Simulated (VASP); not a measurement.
Set up this calculation in VASP 6.6.1, as the native input.

| Item | Value |
| --- | --- |
| Task | single point |
| Functional | PBE |
| Potentials or basis | VASP PAW PBE potentials, release 64 (Ru_pv, Ir) |
| Cutoff | 520 eV |
| k mesh | 6 × 6 × 2 |
| Occupations | gaussian, width 0.1 eV |
| Spin | collinear spin, ferromagnetic start |
| Starting moments | [1.0, 1.0, 1.0, 1.0, 1.0, 1.0] μB |
| Dipole correction | no |
| Further INCAR settings | ALGO = Normal; EDIFF = 1e-06; NBANDS = 45 |

The structure of Ir2Ru lies in POSCAR:

```
Ir2Ru
1.0
    2.7621974705      0.0000000000      0.0000000000
   -1.3810987352      2.3921331797      0.0000000000
    0.0000000000      0.0000000000     13.0068200681
Ru Ir
2 4
Direct
    0.6666666667      0.3333333333      0.9199745937
    0.3333333333      0.6666666667      0.0800254063
    0.6666666667      0.3333333333      0.2448927103
    0.6666666667      0.3333333333      0.5847905320
    0.3333333333      0.6666666667      0.7551072897
    0.3333333333      0.6666666667      0.4152094680
```

The input as run:

INCAR

```
PREC = Accurate
ENCUT = 520
EDIFF = 1E-6
ISMEAR = 0
SIGMA = 0.1
LREAL = False
LASPH = True
NELM = 150
ALGO = Normal
ISIF = 2
LWAVE = False
LCHARG = True
ISPIN = 2
MAGMOM = 1 1 1 1 1 1
LORBIT = 11
LMAXMIX = 4
GGA = PE
LELF = True
LVHAR = True
NBANDS = 45
```

KPOINTS

```
Automatic mesh
0
Gamma
  6 6 2
```

Potentials or basis: VASP PAW PBE potentials, release 64 (Ru_pv, Ir).

Launch:

```console
$ cat potpaw_PBE.64/Ru_pv/POTCAR potpaw_PBE.64/Ir/POTCAR > POTCAR
$ mpirun -np 1 vasp_std > vasp.out
```

It gave:

```json
{
  "Pressure": "0.3 GPa",
  "Largest force": "0.022 eV/Å",
  "Band gap on the k mesh": "zero (filled and empty bands overlap)",
  "Net moment": "0.00 μB per cell",
  "Valence electrons inside the program's atomic spheres": "Ru 12.62; Ir 8.33, 8.30 (each value once)"
}
```

Caveat: the k points lie up to 0.44 Å⁻¹ apart, too coarse for converged energies and pressures of a metal; spin-orbit coupling is left out, which moves the levels of the heavy elements.

Run time: 3.9 min on 1 thread of AMD EPYC 9R14 (Zen 4), with other jobs on the host, peak memory 0.27 GiB.
